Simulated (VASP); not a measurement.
Here is a VASP 6.6.1 calculation.

Contents of POSCAR:

```
SnO
1.0
    3.3031148596      0.0000000000      0.0000000000
    0.0000000000      5.7577051009      0.0000000000
    0.0000000000      0.0000000000      4.0008069970
Sn O
2 2
Direct
    0.0000000000      0.2294420234      0.5172649392
    0.5000000000      0.7705579766      0.0172649392
    0.0000000000      0.8935339390      0.7327360608
    0.5000000000      0.1064660610      0.2327360608
```

File INCAR.step1:

```
PREC = Accurate ; ENCUT = 520
EDIFF = 1E-5 ; ISMEAR = 0
SIGMA = 0.01 ; LREAL = F
LASPH = T ; NELM = 100
ALGO = Normal ; ISIF = 2
LWAVE = T ; LCHARG = F
GGA = PE ; NBANDS = 28
```

Contents of INCAR.step2:

```
PREC = Accurate ; ENCUT = 520
EDIFF = 1E-7 ; ISMEAR = 0
SIGMA = 0.01 ; LREAL = F
LASPH = T ; NELM = 100
ALGO = Normal ; ISIF = 2
LWAVE = F ; LCHARG = F
GGA = PE ; LHFCALC = T
HFSCREEN = 0.2079 ; PRECFOCK = Normal
ISTART = 1 ; NBANDS = 28
```

KPOINTS

```
Automatic mesh
0
Gamma
  4 2 4
```

Potentials or basis: VASP PAW PBE potentials, release 64 (Sn_d, O).

Launch:

```sh
$ cat potpaw_PBE.64/Sn_d/POTCAR potpaw_PBE.64/O/POTCAR > POTCAR
$ cp INCAR.step1 INCAR
$ mpirun -np 1 vasp_std > vasp.out
$ cp INCAR.step2 INCAR
$ mpirun -np 1 vasp_std > vasp.out
```

Question: Estimate the band gap on the k mesh.

Answer: 2.64 eV (least direct gap 3.46 eV).

Question: Estimate the pressure.

Answer: 0.8 GPa.

Question: Predict the largest force.

Answer: 0.040 eV/Å.

Forces in eV/Å, atoms in the order of the input:
```
Sn   0.000 -0.013 -0.038
Sn   0.000  0.013 -0.038
O    0.000 -0.004  0.038
O    0.000  0.004  0.038
```

Caveat: the k points lie up to 0.55 Å⁻¹ apart; the PAW data sets were made with another functional, which shifts forces and pressure a little; spin-orbit coupling is left out, which moves the levels of the heavy elements. A k mesh can miss the band edges.
